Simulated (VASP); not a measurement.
# BeTeS4 (P4/mmm) in VASP: single point with PBE

Aim: the single point of BeTeS4 with PBE.

Everything below comes from runs of VASP 6.6.1. Logs are shortened: lines on timing, memory, paths and dates and some standing lists are left out, and cuts for length are marked.

## 1. The cell of the first run

It takes space group P4/mmm (No. 123, tetragonal). Conventional cell: a = 5.291 Å, b = 5.291 Å, c = 5.070 Å, α = 90.00°, β = 90.00°, γ = 90.00°. Within 3.8 Å of Be (site symmetry 4/mmm) lie 8 S at 2.84 Å and 4 Te at 3.74 Å. Within 3.8 Å of Te (site symmetry 4/mmm) lie 8 S at 2.84 Å and 4 Be at 3.74 Å. S (site symmetry 2mm) has 1 S at 2.05 Å within 2.7 Å.

The cell was generated, and may not be a known phase.

## 2. Single point, PBE

INCAR

```
PREC = Accurate
ENCUT = 600
EDIFF = 1E-6
ISMEAR = 0
SIGMA = 0.15
LREAL = False
LASPH = True
NELM = 120
ALGO = Normal
ISIF = 2
LWAVE = False
LCHARG = False
GGA = PE
NBANDS = 25
GGA_COMPAT = False
```

KPOINTS

```
regular mesh
0
Gamma
  2 2 3
```

POSCAR

```
BeTeS4
1.0
    5.2908475618      0.0000000000      0.0000000000
    0.0000000000      5.2908475618      0.0000000000
    0.0000000000      0.0000000000      5.0704640183
Be Te S
1 1 4
Direct
    0.0000000000      0.0000000000      0.0000000000
    0.5000000000      0.5000000000      0.0000000000
    0.0000000000      0.5000000000      0.7974022150
    0.5000000000      0.0000000000      0.7974022150
    0.0000000000      0.5000000000      0.2025977850
    0.5000000000      0.0000000000      0.2025977850
```

Potentials or basis: VASP PAW PBE potentials, release 64 (Be, Te, S).

Launch:

```sh
$ cat potpaw_PBE.64/Be/POTCAR potpaw_PBE.64/Te/POTCAR potpaw_PBE.64/S/POTCAR > POTCAR
$ mpirun -np 1 vasp_std > vasp.out
```

OUTCAR:

```text
PREC = Accurate
   ENCUT = 600
   EDIFF = 1E-6
   ISMEAR = 0
   LREAL = False
   LASPH = True
   NELM = 120
   ISIF = 2
   GGA = PE

 ion  position               nearest neighbor table
   1  0.000  0.000  0.000-
   2  0.500  0.500  0.000-   3 2.84   4 2.84   5 2.84   6 2.84   4 2.84   6 2.84   3 2.84   5 2.84

   3  0.000  0.500  0.797-   5 2.05   2 2.84   2 2.84
   4  0.500  0.000  0.797-   6 2.05   2 2.84   2 2.84
   5  0.000  0.500  0.203-   3 2.05   2 2.84   2 2.84
   6  0.500  0.000  0.203-   4 2.05   2 2.84   2 2.84

  LATTYP: Found a simple tetragonal cell.
 ALAT       =     5.2908475618
 C/A-ratio  =     0.9583462685

  Lattice vectors:

 A1 = (   5.2908475618,   0.0000000000,   0.0000000000)
 A2 = (   0.0000000000,   5.2908475618,   0.0000000000)
 A3 = (   0.0000000000,   0.0000000000,   5.0704640183)

Analysis of symmetry for initial positions (statically):
=====================================================================
 Subroutine PRICEL returns:
 Original cell was already a primitive cell.

 Routine SETGRP: Setting up the symmetry group for a
 simple tetragonal supercell.

 Subroutine GETGRP returns: Found 16 space group operations
 (whereof 16 operations were pure point group operations)
 out of a pool of 16 trial point group operations.

The static configuration has the point symmetry D_4h.

Analysis of symmetry for dynamics (positions and initial velocities):
=====================================================================
 Subroutine PRICEL returns:
 Original cell was already a primitive cell.

 Routine SETGRP: Setting up the symmetry group for a
 simple tetragonal supercell.

 Subroutine GETGRP returns: Found 16 space group operations
 (whereof 16 operations were pure point group operations)
 out of a pool of 16 trial point group operations.

The dynamic configuration has the point symmetry D_4h.

 Subroutine INISYM returns: Found 16 space group operations
 (whereof 16 operations are pure point group operations),
 and found     1 'primitive' translations

----------------------------------------------------------------------------------------

                                     Primitive cell

  volume of cell :     141.9378

  direct lattice vectors                    reciprocal lattice vectors
     5.290847562  0.000000000  0.000000000     0.189005634  0.000000000  0.000000000
     0.000000000  5.290847562  0.000000000     0.000000000  0.189005634  0.000000000
     0.000000000  0.000000000  5.070464018     0.000000000  0.000000000  0.197220609

  length of vectors
     5.290847562  5.290847562  5.070464018     0.189005634  0.189005634  0.197220609

  position of ions in fractional coordinates (direct lattice)
     0.000000000  0.000000000  0.000000000
     0.500000000  0.500000000  0.000000000
     0.000000000  0.500000000  0.797402215
     0.500000000  0.000000000  0.797402215
     0.000000000  0.500000000  0.202597785
     0.500000000  0.000000000  0.202597785

  ion indices of the primitive-cell ions
   primitive index   ion index
                 1           1
                 2           2
                 3           3
                 4           4
                 5           5
                 6           6

----------------------------------------------------------------------------------------

 KPOINTS: regular mesh

Automatic generation of k-mesh.
 Grid dimensions read from file:
 generate k-points for:    2    2    3

 Generating k-lattice:

  Cartesian coordinates                     Fractional coordinates (reciprocal lattice)
     0.094502817  0.000000000  0.000000000     0.500000000  0.000000000  0.000000000
     0.000000000  0.094502817  0.000000000     0.000000000  0.500000000  0.000000000
     0.000000000  0.000000000  0.065740203     0.000000000  0.000000000  0.333333333

  Length of vectors
     0.094502817  0.094502817  0.065740203

  Shift w.r.t. Gamma in fractional coordinates (k-lattice)
     0.000000000  0.000000000  0.000000000

 Subroutine IBZKPT returns following result:
 ===========================================

 Found      6 irreducible k-points:

 Following reciprocal coordinates:
            Coordinates               Weight
  0.000000  0.000000  0.000000      1.000000
  0.500000  0.000000  0.000000      2.000000
  0.500000  0.500000  0.000000      1.000000
  0.000000  0.000000  0.333333      2.000000
  0.500000  0.000000  0.333333      4.000000
  0.500000  0.500000  0.333333      2.000000
   k-points           NKPTS =      6   k-points in BZ     NKDIM =      6   number of bands    NBANDS=     25
   number of dos      NEDOS =    301   number of ions     NIONS =      6
   total plane-waves  NPLWV =  74088
   dimension x,y,z NGX =    42 NGY =   42 NGZ =   42
   dimension x,y,z NGXF=    84 NGYF=   84 NGZF=   84
   ions per type =               1   1   4
   NGX,Y,Z   is equivalent  to a cutoff of  13.20, 13.20, 13.77 a.u.
   NGXF,Y,Z  is equivalent  to a cutoff of  26.39, 26.39, 27.54 a.u.
 SYSTEM =  unknown system
   PREC   = accura    normal or accurate (medium, high low for compatibility)
   ISTART =      0    job   : 0-new  1-cont  2-samecut
   ICHARG =      2    charge: 1-file 2-atom 10-const
   ISPIN  =      1    spin polarized calculation?
   LNONCOLLINEAR =      F non collinear calculations
   LSORBIT =      F    spin-orbit coupling
   LASPH  =      T    aspherical Exc in radial PAW
   ENCUT  =  600.0 eV  44.10 Ry    6.64 a.u.  10.57 10.57 10.13*2*pi/ulx,y,z
   NELM   =    120;   NELMIN=  2; NELMDL= -5     # of ELM steps
   EDIFF  = 0.1E-05   stopping-criterion for ELM
   LREAL  =      F    real-space projection
   EDIFFG = 0.1E-04   stopping-criterion for IOM
   NSW    =      0    number of steps for IOM
   IBRION =     -1    ionic relax: 0-MD 1-quasi-New 2-CG
   NFREE  =      0    steps in history (QN), initial steepest desc. (CG)
   ISIF   =      2    stress and relaxation
   ISYM   =      2    0-nonsym 1-usesym 2-fastsym
   POTIM  = 0.5000    time-step for ionic-motion
   TEBEG  =    0.0;   TEEND  =   0.0 temperature during run
   PSTRESS=    0.0 pullay stress
   NELECT =      32.0000    total number of electrons
   NUPDOWN=      -1.0000    fix difference up-down
   EMIN   =  10.00;   EMAX   =-10.00  energy-range for DOS
   EFERMI =   0.00;   METHOD = LEGACY
   ISMEAR =     0;   SIGMA  =   0.15  broadening in eV -4-tet -1-fermi 0-gaus
   EFERMI_NEDOS =   21; number of points for ismear=-14 and -15
   IALGO  =     38    algorithm
   IMIX   =      4    mixing-type and parameters
     AMIX     =   0.40;   BMIX     =  1.00
     AMIX_MAG =   1.60;   BMIX_MAG =  1.00
  volume/ion in A,a.u.               =      23.66       159.64
  Fermi-wavevector in a.u.,A,eV,Ry     =   0.996381  1.882887 13.507524  0.992775
  Thomas-Fermi vector in A             =   2.128465
   LORBIT       =      0    0 simple, 1 ext, 2 COOP (PROOUT), +10 PAW based schemes
   GGA     = PE    functional components
   LHFCALC =     F    Hartree Fock is set to
   AEXX    =    0.0000 exact exchange contribution
   IVDW    =     0    specifies the selected vdW correction
   LEPSILON=     F    determine dielectric tensor
   LRPA    =     F    only Hartree local field effects (RPA)
 non-spin polarized calculation
 Gauss-broadening in eV      SIGMA  =   0.15
  energy-cutoff  :      600.00
  volume of cell :      141.94
 maximum number of plane-waves:      4754
   NGX = 21   NGY = 21   NGZ = 21

 number of electron      31.9999995 magnetization

 Free energy of the ion-electron system (eV)
  ---------------------------------------------------
  ext. energy  EPLUGINS =         0.00000000
  ---------------------------------------------------
  free energy    TOTEN  =       -20.34296741 eV

  energy without entropy =      -20.29417753  energy(sigma->0) =      -20.31857247

 E-fermi :   3.6886     XC(G=0):  -8.7726

 val. band max:        3.5942539541   @ k =   0.5000   0.0000   0.3333
 cond. band min:       3.7567964624   @ k =   0.5000   0.5000   0.3333
 fundamental gap:      0.1625425083
 Fermi energy:         3.6886194639

 k-point     1 :       0.0000    0.0000    0.0000
  band No.  band energies     occupation
      1     -12.2616      2.00000
      2     -11.3023      2.00000
      3      -6.9300      2.00000
      4      -6.2659      2.00000
      5      -5.5806      2.00000
      6      -2.6844      2.00000
      7      -2.6844      2.00000
      8      -2.2299      2.00000
      9      -1.6958      2.00000
     10      -0.2055      2.00000
     11      -0.2055      2.00000
     12       2.3546      2.00000
     13       2.3546      2.00000
     14       2.7061      2.00000
     15       3.4493      1.97595
     16       3.7915      0.33220
     17       3.7915      0.33220
     18       6.8767      0.00000
     19       7.2740      0.00000
     20       7.2740      0.00000
     21       7.8507      0.00000
     22       9.0587      0.00000
     23       9.0587      0.00000
     24       9.1228      0.00000
     25       9.1329      0.00000

 k-point     2 :       0.5000    0.0000    0.0000
  band No.  band energies     occupation
      1     -11.8440      2.00000
      2     -11.6792      2.00000
      3      -6.6049      2.00000
      4      -6.5997      2.00000
      5      -6.5553      2.00000
      6      -2.2789      2.00000
      7      -1.9985      2.00000
      8      -1.9837      2.00000
      9      -1.3818      2.00000
     10      -0.9407      2.00000
     11       1.2212      2.00000
     12       1.2755      2.00000
     13       2.7267      2.00000
     14       2.8132      2.00000
     15       3.1709      2.00000
     16       3.5330      1.85762
     17       5.2983      0.00000
     18       6.0602      0.00000
     19       6.7765      0.00000
     20       7.2155      0.00000
     21       8.2793      0.00000
     22       8.5898      0.00000
     23       8.8246      0.00000
     24       9.0387      0.00000
     25       9.0814      0.00000

 k-point     3 :       0.5000    0.5000    0.0000
  band No.  band energies     occupation
      1     -11.6646      2.00000
      2     -11.6646      2.00000
      3      -7.6244      2.00000
      4      -6.5305      2.00000
      5      -6.5305      2.00000
      6      -2.4929      2.00000
      7      -1.9668      2.00000
      8      -1.9668      2.00000
      9       0.1945      2.00000
     10       0.3250      2.00000
     11       0.7494      2.00000
     12       1.7469      2.00000
     13       2.0530      2.00000
     14       3.1432      2.00000
     15       3.1432      2.00000
     16       3.8369      0.16215
     17       4.1569      0.00001
     18       6.3578      0.00000
     19       6.3578      0.00000
     20       6.7464      0.00000
     21       7.2453      0.00000
     22       7.6598      0.00000
     23       8.3707      0.00000
     24       8.9211      0.00000
     25       8.9212      0.00000

 k-point     4 :       0.0000    0.0000    0.3333
  band No.  band energies     occupation
      1     -12.1367      2.00000
      2     -11.1707      2.00000
      3      -7.6534      2.00000
      4      -6.9616      2.00000
      5      -5.5113      2.00000
      6      -2.5630      2.00000
      7      -2.5630      2.00000
      8      -0.6039      2.00000
      9      -0.1560      2.00000
     10      -0.0705      2.00000
     11      -0.0705      2.00000
     12       1.7591      2.00000
     13       1.7591      2.00000
     14       2.8685      2.00000
     15       2.9920      2.00000
     16       3.3594      1.99809
     17       3.3594      1.99809
     18       5.7547      0.00000
     19       6.4236      0.00000
     20       6.4487      0.00000
     21       7.8337      0.00000
     22       7.8337      0.00000
     23       8.0729      0.00000
     24       9.6509      0.00000
     25       9.6509      0.00000

 k-point     5 :       0.5000    0.0000    0.3333
  band No.  band energies     occupation
      1     -11.7183      2.00000
      2     -11.5463      2.00000
      3      -7.3170      2.00000
      4      -7.2708      2.00000
      5      -6.5402      2.00000
      6      -2.1698      2.00000
      7      -1.2447      2.00000
      8      -0.7857      2.00000
      9      -0.3924      2.00000
     10      -0.3704      2.00000
     11       0.7552      2.00000
     12       1.4178      2.00000
     13       2.1389      2.00000
     14       2.2862      2.00000
     15       2.6271      2.00000
     16       3.5943      1.62637
     17       5.4228      0.00000
     18       5.5633      0.00000
     19       6.1304      0.00000
     20       6.2951      0.00000
     21       6.9180      0.00000
     22       7.5610      0.00000
     23       7.9546      0.00000
     24       9.1647      0.00000
     25      10.5623      0.00000

 k-point     6 :       0.5000    0.5000    0.3333
  band No.  band energies     occupation
      1     -11.5326      2.00000
      2     -11.5326      2.00000
      3      -7.5756      2.00000
      4      -7.2442      2.00000
      5      -7.2442      2.00000
      6      -2.3151      2.00000
      7      -0.3713      2.00000
      8      -0.3713      2.00000
      9      -0.3485      2.00000
     10       0.4578      2.00000
     11       0.8952      2.00000
     12       1.0857      2.00000
     13       2.3298      2.00000
     14       3.2003      2.00000
     15       3.2003      2.00000
     16       3.4558      1.97184
     17       3.7568      0.52037
     18       6.1386      0.00000
     19       6.1386      0.00000
     20       6.4699      0.00000
     21       6.4699      0.00000
     22       6.9366      0.00000
     23       6.9672      0.00000
     24       9.1007      0.00000
     25       9.5948      0.00000

------------------------ aborting loop because EDIFF is reached ----------------------------------------

  FORCE on cell =-STRESS in cart. coord.  units (eV):
  Direction    XX          YY          ZZ          XY          YZ          ZX
  --------------------------------------------------------------------------------------
  -------------------------------------------------------------------------------------
  Total       -0.2721420     -0.2721420     -0.1430286      0.0000000      0.0000000     -0.0000000
  in kB       -3.0719063     -3.0719063     -1.6144897      0.0000000      0.0000000     -0.0000000
  external PRESSURE =      -2.5861008 kB  Pullay stress =       0.0000000 kB

 VOLUME and BASIS-vectors are now :
 -----------------------------------------------------------------------------
  energy-cutoff  :      600.00
  volume of cell :      141.94
      direct lattice vectors                 reciprocal lattice vectors
     5.290847562  0.000000000  0.000000000     0.189005634  0.000000000  0.000000000
     0.000000000  5.290847562  0.000000000     0.000000000  0.189005634  0.000000000
     0.000000000  0.000000000  5.070464018     0.000000000  0.000000000  0.197220609

 POSITION                                       TOTAL-FORCE (eV/Angst)
 -----------------------------------------------------------------------------------
      0.00000      0.00000      0.00000         0.000000      0.000000     -0.000000
      2.64542      2.64542      0.00000         0.000000      0.000000     -0.000000
      0.00000      2.64542      4.04320         0.000000      0.000000      0.102271
      2.64542      0.00000      4.04320        -0.000000     -0.000000      0.102271
      0.00000      2.64542      1.02726         0.000000      0.000000     -0.102271
      2.64542      0.00000      1.02726         0.000000      0.000000     -0.102271
 -----------------------------------------------------------------------------------
    total drift:                               -0.000000      0.000000     -0.000000

  FREE ENERGIE OF THE ION-ELECTRON SYSTEM (eV)
  ---------------------------------------------------
  free  energy   TOTEN  =       -20.3429674052 eV

  energy  without entropy=      -20.2941775264  energy(sigma->0) =      -20.31857247
```

Wall time 28 s (1 thread of Intel Xeon 8259CL, shared host); peak memory 0.23 GiB.

Results:

```yaml
Free_energy: -20.3430 eV
Pressure: -0.3 GPa
Largest_force: 0.102 eV/Å
Band_gap_on_the_k_mesh: zero (bands 16 and 17 overlap by 0.48 eV)
```

Forces on the atoms (eV/Å):
```
Be   0.000  0.000  0.000
Te   0.000  0.000  0.000
S    0.000  0.000  0.102
S    0.000  0.000  0.102
S    0.000  0.000 -0.102
S    0.000  0.000 -0.102
```

Stress tensor (GPa, compression positive):
```
-0.31  0.00  0.00
 0.00 -0.31  0.00
 0.00  0.00 -0.16
```

Caveat: the k points lie up to 0.59 Å⁻¹ apart; semilocal functionals underestimate gaps, and a narrow one can read as zero; spin-orbit coupling is left out, which moves the levels of the heavy elements; this functional lacks dispersion, which binds layers or chains, so the pressure and a relaxed spacing across them are unreliable.

The gap in the log of VASP goes by the Fermi energy; the results here count the filled bands.